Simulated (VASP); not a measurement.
Input of a VASP 6.6.1 run:

File INCAR:

```
SYSTEM = Ba4Er
PREC     = Accurate       ! precision mode
ENCUT    = 500            ! plane-wave cutoff, eV
EDIFF    = 1E-6           ! SCF threshold, eV
ISMEAR   = 0              ! smearing method
SIGMA    = 0.2            ! smearing width, eV
LREAL    = .FALSE.        ! projectors in reciprocal space
LASPH    = .TRUE.         ! aspherical terms in the spheres
NELM     = 200            ! most SCF steps
ALGO     = Normal         ! electronic algorithm
ISIF     = 2              ! what is computed and relaxed
LWAVE    = .FALSE.        ! write WAVECAR
LCHARG   = .TRUE.         ! write CHGCAR
GGA      = PE             ! functional
LELF     = .TRUE.         ! ELF
LVHAR    = .TRUE.       
NBANDS   = 32             ! bands
GGA_COMPAT= .FALSE.      
LMAXMIX  = 6              ! l up to which the mixer works
```

The input KPOINTS:

```
regular mesh
0
G
  3 3 3
  0 0 0
```

The input POSCAR:

```
Ba4Er
1.0
    4.0643599275      2.3465592962      4.9175674072
   -4.0643599275      2.3465592962      4.9175674072
    0.0000000000     -4.6931185985      4.9175674042
Ba Er
4 1
Direct
    0.5234025084      1.0158126834      0.5234025084
    0.5234025084      0.5234025084      1.0158126834
    1.0158126834      0.5234025084      0.5234025084
    0.1370854362      0.1370854362      0.1370854362
    0.8956118635      0.8956118635      0.8956118635
```

Potentials or basis: VASP PAW PBE potentials, release 64 (Ba_sv, Er_3), 4f in core.

Launch:

```bash
$ cat potpaw_PBE.64/Ba_sv/POTCAR potpaw_PBE.64/Er_3/POTCAR > POTCAR
$ mpirun -np 1 vasp_std > vasp.out
```

Question: Predict the band gap on the k mesh.

Answer: Zero (an odd number of electrons rules out a gap without spin polarisation).

Question: Estimate the largest force.

Answer: 0.027 eV/Å.

Forces on the atoms (eV/Å):
```
Ba  -0.017  0.010 -0.013
Ba   0.000 -0.020 -0.013
Ba   0.017  0.010 -0.013
Ba   0.000  0.000  0.011
Er   0.000  0.000  0.027
```

Caveat: spin-orbit coupling is left out, which moves the levels of the heavy elements; the 4f electrons are frozen in the core, so they carry no moment and show no levels. Spin polarisation is off, so any magnetic state and its effect on volume and gap are missing.
